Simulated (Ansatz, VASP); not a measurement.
# Two plane-wave programs on AlCo

```
Al Co
1.0
     2.82259    0.00000    0.00000
     0.00000    2.82259    0.00000
     0.00000    0.00000    2.82259
Al Co
1 1
Direct
  0.00000 0.00000 0.00000
  0.50000 0.50000 0.50000
```

Alike in both runs: task single point; functional PBEsol; k mesh 14 × 14 × 14; occupations gaussian, width 0.1 eV; no spin polarisation.

```csv
,VASP,Ansatz
version,VASP 6.6.1,Ansatz 0.2.0
potentials or method,"VASP PAW PBE potentials, release 64 (Al, Co), cutoff 520 eV","scalar-relativistic, plane waves, PAW"
valence electrons in the cell,12,20
```

```csv
,VASP,Ansatz,Ansatz less VASP
gap on the k mesh at the Fermi level (eV),none,none,-
pressure (GPa),0.1,0.0,-0.09
```

VASP's potentials were made for PBE, not for PBEsol. A gap of «none» marks a metal or a gap that the smearing closes. VASP's potentials hold 12 valence electrons a cell and Ansatz's 20, so a difference there can come from the potentials and not from the codes.
